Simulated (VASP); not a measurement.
# MgS (Pm-3m) in VASP: a series of runs

The runs below take MgS through single point, with r2SCAN.

All numbers are computed with VASP 6.6.1; they aren't measurements. Logs are shortened: lines on timing, memory, paths and dates and some standing lists are left out, and cuts for length are marked.

## Step 1: The cell of the first run

It takes space group Pm-3m (No. 221, cubic). The conventional cell has a = 3.295 Å, b = 3.295 Å, c = 3.295 Å, α = 90.00°, β = 90.00°, γ = 90.00°. Within 3.8 Å of Mg (site symmetry m-3m) lie 8 S at 2.85 Å and 6 Mg at 3.30 Å. Within 3.8 Å of S (site symmetry m-3m) lie 8 Mg at 2.85 Å and 6 S at 3.30 Å.

## Step 2: Single point, r2SCAN (volume changed by +3%)

Contents of POSCAR:

```
MgS
1.0
    3.2951246295      0.0000000000      0.0000000000
    0.0000000000      3.2951246295      0.0000000000
    0.0000000000      0.0000000000      3.2951246295
Mg S
1 1
Direct
    0.0000000000      0.0000000000      0.0000000000
    0.5000000000      0.5000000000      0.5000000000
```

Contents of INCAR.step1:

```
ALGO = Normal
EDIFF = 1E-4
ENCUT = 520
GGA = PE
ISMEAR = -1
LASPH = T
LCHARG = F
LREAL = F
LWAVE = T
NBANDS = 11
NELM = 80
PREC = Accurate
SIGMA = 0.02
```

Contents of INCAR.step2:

```
ALGO = Normal
EDIFF = 1E-6
ENCUT = 520
ISIF = 2
ISMEAR = -1
ISTART = 1
LASPH = T
LCHARG = T
LELF = T
LMIXTAU = T
LREAL = F
LVHAR = T
LWAVE = F
METAGGA = R2SCAN
NBANDS = 11
NELM = 80
PREC = Accurate
SIGMA = 0.02
```

Contents of KPOINTS:

```
k-points
0
Gamma
  6 6 6
```

Potentials or basis: VASP PAW PBE potentials, release 64 (Mg, S).

Command:

```sh
$ cat potpaw_PBE.64/Mg/POTCAR potpaw_PBE.64/S/POTCAR > POTCAR
$ cp INCAR.step1 INCAR
$ mpirun -np 1 vasp_std > vasp.out
$ cp INCAR.step2 INCAR
$ mpirun -np 1 vasp_std > vasp.out
```

OUTCAR:

```text
EDIFF = 1E-6
   ENCUT = 520
   ISIF = 2
   ISMEAR = -1
   ISTART = 1
   LASPH = T
   LREAL = F
   METAGGA = R2SCAN
   NELM = 80
   PREC = Accurate

 ion  position               nearest neighbor table
   1  0.000  0.000  0.000-   2 2.85   2 2.85   2 2.85   2 2.85   2 2.85   2 2.85   2 2.85   2 2.85

   2  0.500  0.500  0.500-   1 2.85   1 2.85   1 2.85   1 2.85   1 2.85   1 2.85   1 2.85   1 2.85

  LATTYP: Found a simple cubic cell.
 ALAT       =     3.2951246295

  Lattice vectors:

 A1 = (   3.2951246295,   0.0000000000,   0.0000000000)
 A2 = (   0.0000000000,   3.2951246295,   0.0000000000)
 A3 = (   0.0000000000,   0.0000000000,   3.2951246295)

Analysis of symmetry for initial positions (statically):
=====================================================================
 Subroutine PRICEL returns:
 Original cell was already a primitive cell.

 Routine SETGRP: Setting up the symmetry group for a
 simple cubic supercell.

 Subroutine GETGRP returns: Found 48 space group operations
 (whereof 48 operations were pure point group operations)
 out of a pool of 48 trial point group operations.

The static configuration has the point symmetry O_h .

Analysis of symmetry for dynamics (positions and initial velocities):
=====================================================================
 Subroutine PRICEL returns:
 Original cell was already a primitive cell.

 Routine SETGRP: Setting up the symmetry group for a
 simple cubic supercell.

 Subroutine GETGRP returns: Found 48 space group operations
 (whereof 48 operations were pure point group operations)
 out of a pool of 48 trial point group operations.

The dynamic configuration has the point symmetry O_h .

 Subroutine INISYM returns: Found 48 space group operations
 (whereof 48 operations are pure point group operations),
 and found     1 'primitive' translations

----------------------------------------------------------------------------------------

                                     Primitive cell

  volume of cell :      35.7780

  direct lattice vectors                    reciprocal lattice vectors
     3.295124630  0.000000000  0.000000000     0.303478658  0.000000000  0.000000000
     0.000000000  3.295124630  0.000000000     0.000000000  0.303478658  0.000000000
     0.000000000  0.000000000  3.295124630     0.000000000  0.000000000  0.303478658

  length of vectors
[... 82 lines left out ...]
   NFREE  =      0    steps in history (QN), initial steepest desc. (CG)
   ISIF   =      2    stress and relaxation
   ISYM   =      2    0-nonsym 1-usesym 2-fastsym
   POTIM  = 0.5000    time-step for ionic-motion
   TEBEG  =    0.0;   TEEND  =   0.0 temperature during run
   PSTRESS=    0.0 pullay stress
   NELECT =       8.0000    total number of electrons
   NUPDOWN=      -1.0000    fix difference up-down
   EMIN   =  10.00;   EMAX   =-10.00  energy-range for DOS
   EFERMI =   0.00;   METHOD = LEGACY
   ISMEAR =    -1;   SIGMA  =   0.02  broadening in eV -4-tet -1-fermi 0-gaus
   EFERMI_NEDOS =   21; number of points for ismear=-14 and -15
   IALGO  =     38    algorithm
   IMIX   =      4    mixing-type and parameters
     AMIX     =   0.40;   BMIX     =  1.00
     AMIX_MAG =   1.60;   BMIX_MAG =  1.00
  volume/ion in A,a.u.               =      17.89       120.72
  Fermi-wavevector in a.u.,A,eV,Ry     =   0.993649  1.877724 13.433552  0.987338
  Thomas-Fermi vector in A             =   2.125545
   LORBIT       =      0    0 simple, 1 ext, 2 COOP (PROOUT), +10 PAW based schemes
   METAGGA = R2SCAN    functional components
   LHFCALC =     F    Hartree Fock is set to
   AEXX    =    0.0000 exact exchange contribution
   IVDW    =     0    specifies the selected vdW correction
   LEPSILON=     F    determine dielectric tensor
   LRPA    =     F    only Hartree local field effects (RPA)
 non-spin polarized calculation
  energy-cutoff  :      520.00
  volume of cell :       35.78
 maximum number of plane-waves:       992
 NGX is ok and might be reduce to    28
   NGX = 13   NGY = 13   NGZ = 13

 number of electron       7.9999999 magnetization

 Free energy of the ion-electron system (eV)
  ---------------------------------------------------
  ext. energy  EPLUGINS =         0.00000000
  ---------------------------------------------------
  free energy    TOTEN  =       -14.07312147 eV

  energy without entropy =      -14.07260415  energy(sigma->0) =      -14.07286281

 E-fermi :   5.1605     XC(G=0): -10.1278

 val. band max:        5.1293208732   @ k =   0.5000   0.5000   0.0000
 cond. band min:       5.1915470367   @ k =   0.5000   0.5000   0.0000
 fundamental gap:      0.0622261636
 Fermi energy:         5.1604763751

 k-point     1 :       0.0000    0.0000    0.0000
  band No.  band energies     occupation
      1      -9.3536      2.00000
      2       3.7016      2.00000
      3       3.7016      2.00000
      4       3.7016      2.00000
      5       6.4574      0.00000
      6      10.0338      0.00000
      7      10.0338      0.00000
      8      18.2951      0.00000
      9      18.2951      0.00000
     10      18.2951      0.00000
     11      18.8653      0.00000
[... 253 lines left out ...]
 k-point    20 :       0.5000    0.5000    0.5000
  band No.  band energies     occupation
      1      -6.3549      2.00000
      2       1.2650      2.00000
      3       1.2650      2.00000
      4       1.2650      2.00000
      5       7.1588      0.00000
      6       7.1588      0.00000
      7       7.1588      0.00000
      8      11.0464      0.00000
      9      22.4296      0.00000
     10      22.4296      0.00000
     11      22.4296      0.00000

------------------------ aborting loop because EDIFF is reached ----------------------------------------

  FORCE on cell =-STRESS in cart. coord.  units (eV):
  Direction    XX          YY          ZZ          XY          YZ          ZX
  --------------------------------------------------------------------------------------
  -------------------------------------------------------------------------------------
  Total       -0.5823076     -0.5823076     -0.5823076     -0.0000000     -0.0000000      0.0000000
  in kB      -26.0763907    -26.0763907    -26.0763907     -0.0000000     -0.0000000      0.0000000
  external PRESSURE =     -26.0763907 kB  Pullay stress =       0.0000000 kB

 VOLUME and BASIS-vectors are now :
 -----------------------------------------------------------------------------
  energy-cutoff  :      520.00
  volume of cell :       35.78
      direct lattice vectors                 reciprocal lattice vectors
     3.295124630  0.000000000  0.000000000     0.303478658  0.000000000  0.000000000
     0.000000000  3.295124630  0.000000000     0.000000000  0.303478658  0.000000000
     0.000000000  0.000000000  3.295124630     0.000000000  0.000000000  0.303478658

 POSITION                                       TOTAL-FORCE (eV/Angst)
 -----------------------------------------------------------------------------------
      0.00000      0.00000      0.00000         0.000000      0.000000      0.000000
      1.64756      1.64756      1.64756         0.000000      0.000000      0.000000
 -----------------------------------------------------------------------------------
    total drift:                               -0.000000      0.000000      0.000000

  FREE ENERGIE OF THE ION-ELECTRON SYSTEM (eV)
  ---------------------------------------------------
  free  energy   TOTEN  =       -14.0731214658 eV

  energy  without entropy=      -14.0726041491  energy(sigma->0) =      -14.07286281
```

OUTCAR.step1:

```text
EDIFF = 1E-4
   ENCUT = 520
   GGA = PE
   ISMEAR = -1
   LASPH = T
   LREAL = F
[... 493 lines left out ...]
 -----------------------------------------------------------------------------------
      0.00000      0.00000      0.00000         0.000000      0.000000      0.000000
      1.64756      1.64756      1.64756         0.000000      0.000000      0.000000
 -----------------------------------------------------------------------------------
    total drift:                               -0.000000      0.000000      0.000000

  FREE ENERGIE OF THE ION-ELECTRON SYSTEM (eV)
  ---------------------------------------------------
  free  energy   TOTEN  =        -7.2469330711 eV

  energy  without entropy=       -7.2456207151  energy(sigma->0) =       -7.24627689
```

Run time: 84 s. Hardware: 1 thread of Intel Xeon 6975P-C, shared host; peak memory 0.16 GiB.

Results:

```yaml
Free_energy: -14.0731 eV
Pressure: -2.6 GPa
Band_gap_on_the_k_mesh: 0.06 eV, direct
```

Caveat: the PAW data sets were made with another functional, which shifts forces and pressure a little.

(Continued in part 2 of 2.)
